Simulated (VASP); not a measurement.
A run of VASP 6.6.1 is set up as follows.

The input INCAR:

```
SYSTEM = Na2Sb
PREC = Accurate
ENCUT = 600
EDIFF = 1E-6
ISMEAR = 0
SIGMA = 0.1
LREAL = .False.
LASPH = .True.
NELM = 100
ALGO = Normal
ISIF = 3
LWAVE = .False.
LCHARG = .False.
GGA = PE
IBRION = 2
NSW = 100
EDIFFG = -0.01
```

File KPOINTS:

```
regular mesh
0
Gamma
  8 8 14
  0 0 0
```

The input POSCAR:

```
Na2Sb
1.0
    5.4469111087      0.0000000000      0.0000000000
    0.0000000000      5.4469111087      0.0000000000
    0.0000000000      0.0000000000      3.3782492216
Na Sb
2 1
Direct
    0.5000000000      0.0000000000      0.5000000000
    0.0000000000      0.5000000000      0.5000000000
    0.0000000000      0.0000000000      0.0000000000
```

Potentials or basis: VASP PAW PBE potentials, release 64 (Na_pv, Sb).

Command:

```console
$ cat potpaw_PBE.64/Na_pv/POTCAR potpaw_PBE.64/Sb/POTCAR > POTCAR
$ mpirun -np 1 vasp_std > vasp.out
```

(1) What does it give for the relaxed volume?

(2) What does it give for the band gap on the k mesh?

(3) What does it give for the space group after relaxing (to 0.1 Å)?

(4) What does it give for the relaxed cell?

Answers

(1) 33.78 Å³/atom.

(2) zero (an odd number of electrons rules out a gap without spin polarisation).

(3) P4/mmm (No. 123).

(4) a = 5.415 Å, b = 5.415 Å, c = 3.457 Å, α = 90.00°, β = 90.00°, γ = 90.00°.

Caveat: spin-orbit coupling is left out, which moves the levels of the heavy elements.
